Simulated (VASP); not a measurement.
A run of VASP 6.6.1 is set up as follows.

Contents of INCAR:

```
SYSTEM = Te2Mo
PREC     = Accurate       ! precision mode
ENCUT    = 500            ! plane-wave cutoff, eV
EDIFF    = 1E-6           ! SCF threshold, eV
ISMEAR   = 0              ! smearing method
SIGMA    = 0.15           ! smearing width, eV
LREAL    = .False.        ! projectors in reciprocal space
LASPH    = .True.         ! aspherical terms in the spheres
NELM     = 120            ! most SCF steps
ALGO     = Normal         ! electronic algorithm
ISIF     = 2              ! what is computed and relaxed
LWAVE    = .False.        ! write WAVECAR
LCHARG   = .False.        ! write CHGCAR
GGA      = B5             ! functional
ALDAX    = 1.0          
AGGAX    = 1.0          
AGGAC    = 1.0          
ALDAC    = 0.0          
NBANDS   = 20             ! bands
GGA_COMPAT= .False.
```

The input KPOINTS:

```
Automatic mesh
0
Gamma
  4 4 1
  0 0 0
```

The input POSCAR:

```
Te2Mo
1.0
    3.5602328100      0.0000000000      0.0000000000
   -1.7801164100      3.0832520600      0.0000000000
    0.0000000000      0.0000000000     17.5240578200
Te Mo
2 1
Direct
    0.3333333297      0.6666666688      0.8978554500
    0.3333333297      0.6666666688      0.1021445500
    0.0000000000      0.0000000000      0.0000000000
```

Potentials or basis: VASP PAW PBE potentials, release 64 (Te, Mo_sv).

Run with:

```console
$ cat potpaw_PBE.64/Te/POTCAR potpaw_PBE.64/Mo_sv/POTCAR > POTCAR
$ mpirun -np 1 vasp_std > vasp.out
```

Predict the band gap on the k mesh.

1.67 eV, indirect (least direct gap 1.69 eV).

Estimate the largest force.

0.776 eV/Å.

Forces in eV/Å, atoms in the order of the input:
```
Te   0.000  0.000 -0.776
Te   0.000  0.000  0.776
Mo   0.000  0.000  0.000
```

Caveat: the k points lie up to 0.51 Å⁻¹ apart; the PAW data sets were made with another functional, which shifts forces and pressure a little; spin-orbit coupling is left out, which moves the levels of the heavy elements.
